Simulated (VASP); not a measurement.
A run of VASP 6.6.1 is set up as follows.

File INCAR:

```
ALGO = Normal ; EDIFF = 1E-7
EDIFFG = -0.04 ; ENCUT = 600
GGA = PE ; IBRION = 2
ISIF = 3 ; ISMEAR = 0
LASPH = T ; LCHARG = F
LREAL = F ; LWAVE = F
NELM = 80 ; NSW = 90
PREC = Accurate ; SIGMA = 0.1
```

File KPOINTS:

```
k-points
0
Gamma
  4 4 4
```

File POSCAR:

```
Ta3H8
1.0
    3.9971050500      0.0000000000      0.0000000000
    0.0000000000      3.9971050500      0.0000000000
    0.0000000000      0.0000000000      3.9971050500
Ta H
3 8
Direct
    0.5000000000      0.0000000000      0.0000000000
    0.0000000000      0.5000000000      0.0000000000
    0.0000000000      0.0000000000      0.5000000000
    0.6683461600      0.6683461600      0.6683461600
    0.3316538400      0.3316538400      0.6683461600
    0.3316538400      0.6683461600      0.3316538400
    0.6683461600      0.3316538400      0.3316538400
    0.6683461600      0.6683461600      0.3316538400
    0.3316538400      0.3316538400      0.3316538400
    0.6683461600      0.3316538400      0.6683461600
    0.3316538400      0.6683461600      0.6683461600
```

Potentials or basis: VASP PAW PBE potentials, release 64 (Ta_pv, H).

Command:

```sh
$ cat potpaw_PBE.64/Ta_pv/POTCAR potpaw_PBE.64/H/POTCAR > POTCAR
$ mpirun -np 1 vasp_std > vasp.out
```

(1) What does it give for the relaxed cell?

(2) Predict the relaxed volume.

(3) Estimate the space group after relaxing (to 0.05 Å).

Results:

(1) a = 4.388 Å, b = 4.388 Å, c = 4.388 Å, α = 90.00°, β = 90.00°, γ = 90.00°.

(2) 7.68 Å³/atom.

(3) Pm-3m (No. 221).

Caveat: the k points lie up to 0.36 Å⁻¹ apart in the final cell; the volume moved by over 15 % at a fixed basis, so the end points are rough.
